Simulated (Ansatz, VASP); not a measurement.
## ZnSe: VASP beside Ansatz

Contents of INCAR:

```
SYSTEM = ZnSe
PREC = Accurate ; ENCUT = 520
EDIFF = 1E-6 ; ISMEAR = 0
SIGMA = 0.2 ; LREAL = .FALSE.
LASPH = .TRUE. ; NELM = 80
ALGO = Normal ; ISIF = 2
LWAVE = .FALSE. ; LCHARG = .FALSE.
GGA = PS ; NBANDS = 16
```

Contents of KPOINTS:

```
Automatic mesh
0
G
  6 6 6
  0 0 0
```

Contents of POSCAR:

```
ZnSe
1.0
    3.3251530431      0.0000000000      0.0000000000
    0.0000000000      3.3251530431      0.0000000000
    0.0000000000      0.0000000000      3.3251530431
Zn Se
1 1
Direct
    0.0000000000      0.0000000000      0.0000000000
    0.5000000000      0.5000000000      0.5000000000
```

Input for Ansatz:

```yaml
crystal:
  lattice:
    - [3.3251530431, 0.0, 0.0]
    - [0.0, 3.3251530431, 0.0]
    - [0.0, 0.0, 3.3251530431]
  atoms:
    - { symbol: Zn, position: [0.0, 0.0, 0.0] }
    - { symbol: Se, position: [0.5, 0.5, 0.5] }
kpoints:
  mp_grid: { grid: [6, 6, 6] }
hamiltonian:
  xc: pbesol
scf:
  occupations: { method: gaussian, width: 0.2 }
  n_extra_bands: 4
output:
  forces: true
  stress: true
  eigenvalues: true
```

Alike in both runs: task single point; functional PBEsol; k mesh 6 × 6 × 6; occupations gaussian, width 0.2 eV; no spin polarisation.

```csv
,VASP,Ansatz
version,VASP 6.6.1,Ansatz 0.2.0
potentials or method,"VASP PAW PBE potentials, release 64 (Zn, Se)",plane waves
plane-wave cutoff (eV),520,420
valence electrons in the cell,18,28
```

Ansatz gave:

```
pressure (GPa) : -3.1
```

Q: Which values does VASP return?

A: Pressure (GPa): -2.9.

VASP's potentials were made for PBE, not for PBEsol. VASP's potentials hold 18 valence electrons a cell and Ansatz's 28, so a difference there can come from the potentials and not from the codes.
